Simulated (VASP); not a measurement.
A run of VASP 6.6.1 is set up as follows.

INCAR

```
SYSTEM = Li16LaNb15O47
ALGO = Normal
EDIFF = 1E-7
ENCUT = 520
GGA = PE
ISIF = 2
ISMEAR = 0
LASPH = .TRUE.
LCHARG = .FALSE.
LREAL = Auto
LWAVE = .FALSE.
NBANDS = 313
NELM = 80
PREC = Accurate
SIGMA = 0.01
```

KPOINTS

```
k-points
0
G
  1 1 1
  0 0 0
```

The input POSCAR:

```
Li16LaNb15O47
1.0
    5.1899002700      2.9963903200      9.3444465000
   -5.1899002700      2.9963903200      9.3444465000
    0.0000000000     -5.9927806400      9.3444465000
Li La Nb O
16 1 15 47
Direct
    0.3586445802      0.3547057276      0.3606271611
    0.0987608105      0.0936567335      0.1225325087
    0.3710618786      0.3656675965      0.8920834098
    0.1069484710      0.1088191442      0.6138251603
    0.3632376225      0.8573004222      0.3557614673
    0.1111454340      0.6101700955      0.1078668566
    0.3591664984      0.8497961502      0.8575444147
    0.0704142352      0.6368768362      0.5988932583
    0.8581386742      0.3532319606      0.3587760291
    0.6053463606      0.1084092605      0.1120522712
    0.8612365546      0.3524337072      0.8655977788
    0.6150719835      0.1051009077      0.6027248965
    0.8654891710      0.8545736024      0.3579396774
    0.6105801049      0.6126404477      0.1035775482
    0.8570909306      0.8624369759      0.8570932647
    0.6061645864      0.6015486057      0.6135671889
    0.4769585475      0.4852652662      0.5179961941
    0.2463272157      0.2474607133      0.2554184765
    0.4999488731      0.4975404491      0.9992594728
    0.2445192620      0.2319983943      0.7644450373
    0.5046086202      0.9947154659      0.4976799510
    0.2611808971      0.7432235778      0.2459780973
    0.4950413840      1.0073975037      0.9951075882
    0.2457669444      0.7580120799      0.7482443200
    0.9993282476      0.4995621481      0.4998928963
    0.7470978371      0.2461567483      0.2539728947
    1.0015305914      0.5055332310      0.9914645570
    0.7574558017      0.2423428133      0.7527341911
    1.0007631945      0.9983188161      0.4977999427
    0.7476879354      0.7442312767      0.2487430124
    0.9929903307      0.9936454846      1.0126168405
    0.7435315141      0.7531617899      0.7511468416
    0.1416125010      0.3202475436      0.4439625774
    0.3206767889      0.4438729710      0.1377369662
    0.4432572269      0.1422775636      0.3245266940
    0.1977786648      0.0671522003      0.3919107480
    0.3965027940      0.1891623478      0.0768358027
    0.0761759596      0.3855673059      0.1886023124
    0.1568113954      0.3377404189      0.9135441294
    0.4452701557      0.1584709490      0.8092832161
    0.2037067229      0.0537395359      0.8879000340
    0.3934332022      0.2162915506      0.5682231146
    0.0762283610      0.3903732381      0.6942271112
    0.1411600553      0.8156380456      0.4503536638
    0.3141323252      0.9611090305      0.1250479785
    0.4417016721      0.6677550172      0.2902989226
    0.1996264887      0.5676197844      0.3969326479
    0.3861649754      0.6947582537      0.0648813545
    0.0710941759      0.8906158589      0.1933277886
    0.1366919512      0.8193814610      0.9481317656
    0.3190053637      0.9507893519      0.6430286654
    0.4472840015      0.6383224043      0.8199244161
    0.2015507820      0.5711976682      0.8819383031
    0.3839589345      0.7120898178      0.5678340404
    0.0657078643      0.8941739243      0.6979247336
    0.6736917004      0.2933158030      0.4325988338
    0.8323283137      0.4408627909      0.1264838779
    0.9592543758      0.1314265020      0.3145010690
    0.6975598247      0.0625651220      0.3849308517
    0.9019325159      0.1893577657      0.0689827411
    0.5706812715      0.3903066007      0.1961346046
    0.6434259055      0.3169319182      0.9506717499
    0.8244327020      0.4440067104      0.6407355589
    0.9447942721      0.1398568599      0.8255335164
    0.6973693870      0.0678227392      0.8894061819
    0.8930619945      0.1951309117      0.5694553222
    0.5712339537      0.3872431559      0.7142662193
    0.6331510218      0.8172800182      0.4460156200
    0.8148009373      0.9424382703      0.1442533934
    0.9462735658      0.6390661791      0.3208248783
    0.7028664453      0.5653336385      0.3845602631
    0.8935763044      0.6925593659      0.0661419919
    0.5714122085      0.8860440167      0.1903086676
    0.6357116784      0.8278742147      0.9390780997
    0.8205102299      0.9457287142      0.6364075898
    0.9432843529      0.6460100114      0.8146712573
    0.6937379207      0.5733554306      0.8903638790
    0.8857645997      0.6965644606      0.5707612616
    0.5668863906      0.8959866167      0.6930689592
```

Potentials or basis: VASP PAW PBE potentials, release 64 (Li_sv, La, Nb_sv, O).

The run is started by

```console
$ cat potpaw_PBE.64/Li_sv/POTCAR potpaw_PBE.64/La/POTCAR potpaw_PBE.64/Nb_sv/POTCAR potpaw_PBE.64/O/POTCAR > POTCAR
$ mpirun -np 1 vasp_gam > vasp.out
```

(1) What does it give for the band gap on the k mesh?

(2) Estimate the largest force.

Answers

(1) 3.32 eV.

(2) 0.072 eV/Å.

Caveat: the k points lie up to 0.73 Å⁻¹ apart; spin-orbit coupling is left out, which moves the levels of the heavy elements.
